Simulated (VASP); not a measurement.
# Al2P3 (P4/mmm) in VASP: notebook

Runs on Al2P3. Level: PBE. Tasks: single point, relaxation of cell and atoms.

All numbers are computed with VASP 6.6.1; they aren't measurements. Logs are shortened: lines on timing, memory, paths and dates and some standing lists are left out, and cuts for length are marked.

### 1 The cell of the first run

Symmetry: P4/mmm, No. 123, tetragonal system. The conventional cell has a = 3.349 Å, b = 3.349 Å, c = 7.428 Å, α = 90.00°, β = 90.00°, γ = 90.00°. Within 3.4 Å of Al (site symmetry 4mm) lie 8 P at 2.57 to 2.83 Å and 5 Al at 3.10 to 3.35 Å. P (site symmetry 4mm) has 2 P at 2.35 to 2.54 Å and 4 Al at 2.57 Å within 3.1 Å. Within 3.3 Å of P (site symmetry 4/mmm) lie 2 P at 2.54 Å and 8 Al at 2.83 Å.

### 2 Single point, PBE

INCAR reads:

```
PREC = Accurate
ENCUT = 520
EDIFF = 1E-6
ISMEAR = 0
SIGMA = 0.1
LREAL = F
LASPH = T
NELM = 80
ALGO = Normal
ISIF = 2
LWAVE = F
LCHARG = F
GGA = PE
NBANDS = 18
```

KPOINTS reads:

```
Automatic mesh
0
Gamma
  6 6 4
```

POSCAR reads:

```
Al2P3
1.0
    3.3488460794      0.0000000000      0.0000000000
    0.0000000000      3.3488460794      0.0000000000
    0.0000000000      0.0000000000      7.4284339775
Al P
2 3
Direct
    0.0000000000      0.0000000000      0.7089613719
    0.0000000000      0.0000000000      0.2910386281
    0.5000000000      0.5000000000      0.8416708431
    0.5000000000      0.5000000000      0.1583291569
    0.5000000000      0.5000000000      0.5000000000
```

Potentials or basis: VASP PAW PBE potentials, release 64 (Al, P).

Launch:

```sh
> cat potpaw_PBE.64/Al/POTCAR potpaw_PBE.64/P/POTCAR > POTCAR
> mpirun -np 1 vasp_std > vasp.out
```

OUTCAR:

```text
PREC = Accurate
   ENCUT = 520
   EDIFF = 1E-6
   ISMEAR = 0
   LREAL = F
   LASPH = T
   NELM = 80
   ISIF = 2
   GGA = PE

 ion  position               nearest neighbor table
   1  0.000  0.000  0.709-   3 2.57   3 2.57   3 2.57   3 2.57   5 2.83   5 2.83   5 2.83   5 2.83
                             2 3.10
   2  0.000  0.000  0.291-   4 2.57   4 2.57   4 2.57   4 2.57   5 2.83   5 2.83   5 2.83   5 2.83
                             1 3.10
   3  0.500  0.500  0.842-   4 2.35   5 2.54   1 2.57   1 2.57   1 2.57   1 2.57
   4  0.500  0.500  0.158-   3 2.35   5 2.54   2 2.57   2 2.57   2 2.57   2 2.57
   5  0.500  0.500  0.500-   3 2.54   4 2.54   1 2.83   2 2.83   1 2.83   2 2.83   1 2.83   2 2.83
                             1 2.83   2 2.83

  LATTYP: Found a simple tetragonal cell.
 ALAT       =     3.3488460794
 C/A-ratio  =     2.2182070485

  Lattice vectors:

 A1 = (   3.3488460794,   0.0000000000,   0.0000000000)
 A2 = (   0.0000000000,   3.3488460794,   0.0000000000)
 A3 = (   0.0000000000,   0.0000000000,   7.4284339775)

Analysis of symmetry for initial positions (statically):
=====================================================================
 Subroutine PRICEL returns:
 Original cell was already a primitive cell.

 Routine SETGRP: Setting up the symmetry group for a
 simple tetragonal supercell.

 Subroutine GETGRP returns: Found 16 space group operations
 (whereof 16 operations were pure point group operations)
 out of a pool of 16 trial point group operations.

The static configuration has the point symmetry D_4h.

Analysis of symmetry for dynamics (positions and initial velocities):
=====================================================================
 Subroutine PRICEL returns:
 Original cell was already a primitive cell.

 Routine SETGRP: Setting up the symmetry group for a
 simple tetragonal supercell.

 Subroutine GETGRP returns: Found 16 space group operations
 (whereof 16 operations were pure point group operations)
 out of a pool of 16 trial point group operations.

The dynamic configuration has the point symmetry D_4h.

 Subroutine INISYM returns: Found 16 space group operations
 (whereof 16 operations are pure point group operations),
 and found     1 'primitive' translations

----------------------------------------------------------------------------------------

                                     Primitive cell

  volume of cell :      83.3082

  direct lattice vectors                    reciprocal lattice vectors
     3.348846079  0.000000000  0.000000000     0.298610320  0.000000000  0.000000000
     0.000000000  3.348846079  0.000000000     0.000000000  0.298610320  0.000000000
     0.000000000  0.000000000  7.428433978     0.000000000  0.000000000  0.134617875

  length of vectors
     3.348846079  3.348846079  7.428433978     0.298610320  0.298610320  0.134617875

  position of ions in fractional coordinates (direct lattice)
     0.000000000  0.000000000  0.708961372
     0.000000000  0.000000000  0.291038628
     0.500000000  0.500000000  0.841670843
     0.500000000  0.500000000  0.158329157
     0.500000000  0.500000000  0.500000000

  ion indices of the primitive-cell ions
   primitive index   ion index
                 1           1
                 2           2
                 3           3
                 4           4
                 5           5

----------------------------------------------------------------------------------------

 KPOINTS: Automatic mesh

Automatic generation of k-mesh.
 Grid dimensions read from file:
 generate k-points for:    6    6    4

 Generating k-lattice:

  Cartesian coordinates                     Fractional coordinates (reciprocal lattice)
     0.049768387  0.000000000  0.000000000     0.166666667  0.000000000  0.000000000
     0.000000000  0.049768387  0.000000000     0.000000000  0.166666667  0.000000000
     0.000000000  0.000000000  0.033654469     0.000000000  0.000000000  0.250000000

  Length of vectors
     0.049768387  0.049768387  0.033654469

  Shift w.r.t. Gamma in fractional coordinates (k-lattice)
     0.000000000  0.000000000  0.000000000

 Subroutine IBZKPT returns following result:
 ===========================================

 Found     30 irreducible k-points:

 Following reciprocal coordinates:
            Coordinates               Weight
  0.000000  0.000000  0.000000      1.000000
  0.166667  0.000000  0.000000      4.000000
  0.333333  0.000000  0.000000      4.000000
  0.500000  0.000000  0.000000      2.000000
  0.166667  0.166667  0.000000      4.000000
  0.333333  0.166667  0.000000      8.000000
[... 16 lines left out ...]
  0.333333  0.000000  0.500000      4.000000
  0.500000  0.000000  0.500000      2.000000
 [... further k-points ...]
   k-points           NKPTS =     30   k-points in BZ     NKDIM =     30   number of bands    NBANDS=     18
   number of dos      NEDOS =    301   number of ions     NIONS =      5
[... 107 lines left out ...]

 k-point     4 :       0.5000    0.0000    0.0000
  band No.  band energies     occupation
      1      -4.9067      2.00000
      2      -2.5996      2.00000
      3      -2.2380      2.00000
      4      -0.7057      2.00000
      5       1.2799      2.00000
      6       2.6499      2.00000
[... 10 lines left out ...]
     17      12.6524      0.00000
     18      12.9795      0.00000

 k-point     5 :       0.1667    0.1667    0.0000
  band No.  band energies     occupation
      1      -5.8953      2.00000
      2      -3.6614      2.00000
      3      -3.0587      2.00000
      4       2.9381      2.00000
      5       3.8502      2.00000
      6       4.1638      2.00000
[... 10 lines left out ...]
     17      13.6974      0.00000
     18      14.1160      0.00000

 k-point     6 :       0.3333    0.1667    0.0000
  band No.  band energies     occupation
      1      -5.1834      2.00000
      2      -2.9123      2.00000
      3      -2.4457      2.00000
      4       0.7882      2.00000
      5       2.7937      2.00000
      6       3.8042      2.00000
[... 10 lines left out ...]
     17      12.7579      0.00000
     18      13.6889      0.00000

 k-point     7 :       0.5000    0.1667    0.0000
  band No.  band energies     occupation
      1      -4.6645      2.00000
      2      -2.3435      2.00000
      3      -2.0152      2.00000
      4      -0.3751      2.00000
      5       1.6005      2.00000
      6       2.9462      2.00000
[... 10 lines left out ...]
     17      13.3179      0.00000
     18      14.0342      0.00000

 k-point     8 :       0.3333    0.3333    0.0000
  band No.  band energies     occupation
      1      -4.5235      2.00000
      2      -2.2075      2.00000
      3      -1.8661      2.00000
      4       1.3429      2.00000
      5       2.0697      2.00000
      6       3.3954      2.00000
[... 10 lines left out ...]
     17      12.7769      0.00000
     18      13.3200      0.00000
[... 229 lines left out ...]
     17      13.7233      0.00000
     18      13.7263      0.00000

 k-point    20 :       0.5000    0.5000    0.2500
  band No.  band energies     occupation
      1      -3.4980      2.00000
      2      -2.2484      2.00000
      3       0.1659      2.00000
      4       1.5662      2.00000
      5       1.5662      2.00000
      6       2.7674      2.00000
[... 10 lines left out ...]
     17      12.6246      0.00000
     18      13.9662      0.00000

 k-point    21 :       0.0000    0.0000    0.5000
  band No.  band energies     occupation
      1      -5.9782      2.00000
      2      -5.6294      2.00000
      3      -1.5399      2.00000
      4       0.3500      2.00000
      5       5.9368      2.00000
      6       5.9368      2.00000
[... 10 lines left out ...]
     17      12.7664      0.00000
     18      13.5178      0.00000

 k-point    22 :       0.1667    0.0000    0.5000
  band No.  band energies     occupation
      1      -5.6887      2.00000
      2      -5.3656      2.00000
      3      -1.2701      2.00000
      4       0.5702      2.00000
      5       3.4419      2.00000
      6       4.0814      2.00000
[... 10 lines left out ...]
     17      13.2310      0.00000
     18      13.6853      0.00000

 k-point    23 :       0.3333    0.0000    0.5000
  band No.  band energies     occupation
      1      -4.9241      2.00000
      2      -4.6937      2.00000
      3      -0.5673      2.00000
      4       0.8063      2.00000
      5       0.9944      2.00000
      6       1.7487      2.00000
[... 10 lines left out ...]
     17      13.2632      0.00000
     18      13.7951      0.00000

 k-point    24 :       0.5000    0.0000    0.5000
  band No.  band energies     occupation
      1      -4.3378      2.00000
      2      -4.2197      2.00000
      3      -0.4253      2.00000
      4      -0.0452      2.00000
      5       0.3954      2.00000
      6       1.6096      2.00000
[... 10 lines left out ...]
     17      12.4693      0.00000
     18      12.5879      0.00000

 [... further k-points ...]
[... 5 lines left out ...]
  --------------------------------------------------------------------------------------
  -------------------------------------------------------------------------------------
  Total       -0.0224687     -0.0224687     -0.1053710      0.0000000      0.0000000     -0.0000000
  in kB       -0.4321166     -0.4321166     -2.0264873      0.0000000      0.0000000     -0.0000000
  external PRESSURE =      -0.9635735 kB  Pullay stress =       0.0000000 kB

 VOLUME and BASIS-vectors are now :
 -----------------------------------------------------------------------------
  energy-cutoff  :      520.00
  volume of cell :       83.31
      direct lattice vectors                 reciprocal lattice vectors
     3.348846079  0.000000000  0.000000000     0.298610320  0.000000000  0.000000000
     0.000000000  3.348846079  0.000000000     0.000000000  0.298610320  0.000000000
     0.000000000  0.000000000  7.428433978     0.000000000  0.000000000  0.134617875

 POSITION                                       TOTAL-FORCE (eV/Angst)
 -----------------------------------------------------------------------------------
      0.00000      0.00000      5.26647         0.000000      0.000000     -0.002032
      0.00000      0.00000      2.16196        -0.000000      0.000000      0.002032
      1.67442      1.67442      6.25230         0.000000     -0.000000     -0.027485
      1.67442      1.67442      1.17614         0.000000      0.000000      0.027485
      1.67442      1.67442      3.71422         0.000000     -0.000000      0.000000
 -----------------------------------------------------------------------------------
    total drift:                               -0.000000      0.000000     -0.000000

  FREE ENERGIE OF THE ION-ELECTRON SYSTEM (eV)
  ---------------------------------------------------
  free  energy   TOTEN  =       -23.1900290644 eV

  energy  without entropy=      -23.1759831584  energy(sigma->0) =      -23.18300611
```

Wall time 20 s (1 thread of Intel Xeon 6975P-C (Granite Rapids), shared host); peak memory 0.2 GiB.

Results:

```
Free energy   : -23.1900 eV
Pressure      : -0.1 GPa
Largest force : 0.027 eV/Å
```

Forces on the atoms (eV/Å):
```
Al   0.000  0.000 -0.002
Al   0.000  0.000  0.002
P    0.000  0.000 -0.027
P    0.000  0.000  0.027
P    0.000  0.000  0.000
```

### 3 Relaxation of cell and atoms, PBE

This run uses another cell than the first one, of 17.88 Å³/atom, 1.073 times its volume.

INCAR reads:

```
SYSTEM = Al2P3
PREC = Accurate
ENCUT = 600
EDIFF = 1E-6
ISMEAR = 0
SIGMA = 0.1
LREAL = .FALSE.
LASPH = .TRUE.
NELM = 60
ALGO = Normal
ISIF = 3
LWAVE = .FALSE.
LCHARG = .FALSE.
GGA = PE
IBRION = 2
NSW = 90
EDIFFG = -0.04
```

KPOINTS reads:

```
regular mesh
0
G
  4 4 4
  0 0 0
```

POSCAR reads:

```
Al2P3
1.0
    3.7550322200      0.0000000000      0.0000000000
    0.0000000000      3.7550322200      0.0000000000
    0.0000000000      0.0000000000      6.3410589400
Al P
2 3
Direct
    0.0000000000      0.0000000000      0.7729038100
    0.0000000000      0.0000000000      0.2270961900
    0.5000000000      0.5000000000      0.7550523300
    0.5000000000      0.5000000000      0.2449476700
    0.5000000000      0.5000000000      0.5000000000
```

Potentials or basis: VASP PAW PBE potentials, release 64 (Al, P).

Launch:

```sh
> cat potpaw_PBE.64/Al/POTCAR potpaw_PBE.64/P/POTCAR > POTCAR
> mpirun -np 1 vasp_std > vasp.out
```

Run time: 5.8 min. Hardware: 1 thread of Intel Xeon 6975P-C (Granite Rapids), shared host; peak memory 0.21 GiB.

The run converged. Its results:

```yaml
Free_energy: -23.1250 eV
Relaxed_volume: 16.56 Å³/atom
Relaxed_cell: a = 3.340 Å, b = 3.340 Å, c = 7.423 Å, α = 90.00°, β = 90.00°, γ = 90.00°
Space_group_after_relaxing_to_0.05_Å: P4/mmm (No. 123)
Energy_gained_by_relaxing: 1745.5 meV/atom
Ionic_steps: 34
Pressure_after_relaxing: 0.0 GPa
Largest_force_after_relaxing: 0.026 eV/Å
```

Forces on the atoms (eV/Å):
```
Al   0.000  0.000  0.018
Al   0.000  0.000 -0.018
P    0.000  0.000  0.026
P    0.000  0.000 -0.026
P    0.000  0.000  0.000
```

Stress tensor (GPa, compression positive):
```
 0.07  0.00  0.00
 0.00  0.07  0.00
 0.00  0.00 -0.03
```

The path:
```tsv
step	energy change (eV)	largest force (eV/Å)	pressure (GPa)	volume (Å³)
1	0.0000	22.7662	43.57	89.41
2	1.3996	31.3994	9.97	152.56
3	-6.5714	1.6525	-10.92	114.20
4	-6.6983	1.5097	-11.00	112.75
5	-7.6509	0.7093	-8.44	101.07
6	-7.7065	0.7529	-3.65	95.24
7	-7.7630	0.2569	-6.40	97.97
8	-7.7654	0.2432	-6.06	97.55
9	-8.1519	0.5291	-2.36	89.49
10	-8.2438	0.7146	1.94	84.60
11	-8.3163	0.6739	1.02	85.12
12	-8.3214	0.6582	0.87	85.25
13	-8.3812	0.5790	-0.99	86.56
14	-8.4207	0.4281	-3.64	88.80
15	-8.4516	0.3986	-3.37	88.27
16	-8.5228	0.2750	-2.40	86.67
17	-8.5283	0.1907	0.33	83.54
18	-8.5524	0.1716	-1.31	85.22
19	-8.6011	0.1467	-0.27	83.93
20	-8.6443	0.2212	2.20	81.67
21	-8.5541	0.4749	8.25	77.13
22	-8.6473	0.2242	3.12	80.88
23	-8.6934	0.2422	1.62	82.07
24	-8.6064	0.0339	-2.32	85.48
25	-8.7111	0.1825	-0.10	83.33
26	-8.7147	0.2003	0.44	82.91
27	-8.7147	0.1987	0.39	82.95
28	-8.7211	0.1139	-0.21	83.43
29	-8.7212	0.1019	-0.28	83.49
30	-8.7234	0.0791	-0.17	83.31
31	-8.7269	0.0482	0.21	82.78
32	-8.7270	0.0414	0.31	82.64
33	-8.7269	0.0187	-0.24	83.03
34	-8.7277	0.0258	0.04	82.82
```

Final structure:
```
Al P
1.0
     3.34041    0.00000    0.00000
     0.00000    3.34041    0.00000
     0.00000    0.00000    7.42264
Al P
2 3
Cartesian
  0.0000 0.0000 5.1767
  0.0000 0.0000 2.2459
  1.6702 1.6702 6.2439
  1.6702 1.6702 1.1787
  1.6702 1.6702 3.7113
```

Levels at points of the mesh, in eV from the Fermi level:
| k point | band 8 | band 9 | band 10 | band 11 | band 12 | band 13 |
| --- | --- | --- | --- | --- | --- | --- |
| (0.00, 0.00, 0.00) | -0.67 | -0.45 | -0.45 | 0.22 | 0.22 | 1.86 |
| (0.50, 0.00, 0.00) | -2.59 | -1.07 | 0.81 | 1.28 | 1.74 | 3.00 |
| (0.50, 0.50, 0.00) | -4.20 | -3.41 | -3.41 | -1.94 | -1.69 | -1.43 |
| (0.00, 0.00, 0.50) | -1.48 | -0.54 | 0.01 | 1.37 | 1.37 | 1.77 |
| (0.50, 0.00, 0.50) | -0.68 | -0.63 | -0.34 | 1.70 | 2.42 | 2.92 |
| (0.50, 0.50, 0.50) | -5.30 | -4.07 | -2.35 | -2.14 | -2.14 | 0.86 |

Caveat: the k points lie up to 0.47 Å⁻¹ apart in the final cell; the bands computed are all filled at some k points, so no gap is given.

### 4 Single point, PBE

INCAR reads:

```
SYSTEM = Al2P3
ALGO     = Normal         ! electronic algorithm
EDIFF    = 1E-6           ! SCF threshold, eV
ENCUT    = 520            ! plane-wave cutoff, eV
GGA      = PE             ! functional
ISIF     = 2              ! what is computed and relaxed
ISMEAR   = 0              ! smearing method
LASPH    = .True.         ! aspherical terms in the spheres
LCHARG   = .True.         ! write CHGCAR
LELF     = .True.         ! ELF
LREAL    = .False.        ! projectors in reciprocal space
LVHAR    = .True.       
LWAVE    = .False.        ! write WAVECAR
NBANDS   = 18             ! bands
NELM     = 60             ! most SCF steps
PREC     = Accurate       ! precision mode
SIGMA    = 0.1            ! smearing width, eV
```

KPOINTS reads:

```
k-points
0
Gamma
  12 12 6
  0 0 0
```

POSCAR reads:

```
Al2P3
1.0
    3.3560786269      0.0000000000      0.0000000000
    0.0000000000      3.3560786269      0.0000000000
    0.0000000000      0.0000000000      7.3896642636
Al P
2 3
Direct
    0.0000000000      0.0000000000      0.7110864609
    0.0000000000      0.0000000000      0.2889135391
    0.5000000000      0.5000000000      0.8395407610
    0.5000000000      0.5000000000      0.1604592390
    0.5000000000      0.5000000000      0.5000000000
```

Launch:

```sh
> cat potpaw_PBE.64/Al/POTCAR potpaw_PBE.64/P/POTCAR > POTCAR
> mpirun -np 1 vasp_std > vasp.out
```

Run time: 2.3 min. Hardware: 1 thread of Intel Xeon 6975P-C (Granite Rapids), shared host; peak memory 0.27 GiB.

It converged, with:

- Free energy: -23.2409 eV
- Pressure: -0.1 GPa

Stress tensor (GPa, compression positive):
```
-0.07  0.00  0.00
 0.00 -0.07  0.00
 0.00  0.00 -0.20
```

Levels at points of the mesh, in eV from the Fermi level:
| k point | band 6 | band 7 | band 8 | band 9 | band 10 | band 11 | band 12 | band 13 | band 14 | band 15 |
| --- | --- | --- | --- | --- | --- | --- | --- | --- | --- | --- |
| (0.00, 0.00, 0.00) | -2.45 | -2.45 | -0.73 | -0.68 | -0.68 | 0.21 | 0.21 | 1.68 | 2.19 | 2.72 |
| (0.50, 0.00, 0.00) | -5.22 | -2.96 | -2.59 | -1.22 | 0.57 | 1.23 | 1.69 | 2.91 | 3.33 | 3.49 |
| (0.50, 0.50, 0.00) | -4.70 | -4.70 | -4.09 | -3.37 | -3.37 | -1.93 | -1.86 | -1.47 | -0.35 | 3.93 |
| (0.00, 0.00, 0.50) | -2.07 | -1.70 | -1.70 | -0.56 | -0.08 | 1.28 | 1.28 | 1.79 | 1.80 | 2.50 |
| (0.50, 0.00, 0.50) | -6.31 | -3.92 | -0.78 | -0.67 | -0.55 | 1.72 | 2.29 | 2.90 | 3.21 | 3.70 |
| (0.50, 0.50, 0.50) | -5.64 | -5.64 | -5.34 | -3.90 | -2.61 | -2.16 | -2.16 | 0.94 | 1.46 | 1.46 |

### 5 Overview

```csv
task,cell,k mesh,cutoff (eV),gap on the mesh (eV),pressure (GPa),largest force (eV/Å)
single point,"a = 3.349, b = 3.349, c = 7.428 Å, 5 atoms",6 × 6 × 4,520,none,-0.1,0.03
relaxation of cell and atoms,"relaxed from a = 3.755, b = 3.755, c = 6.341 Å, 5 atoms",4 × 4 × 4,600,-,0.0,0.03
single point,"a = 3.356, b = 3.356, c = 7.390 Å, 5 atoms",12 × 12 × 6,520,none,-0.1,-
```

Alike in all rows: level PBE; potentials or basis VASP PAW PBE potentials, release 64 (Al, P); no spin polarisation; smearing gaussian 0.1 eV.

Caveats: some runs use coarse meshes; the bands computed are all filled at some k points, so no gap is given (some runs).

Absolute energies hang on the potentials; compare differences alone.
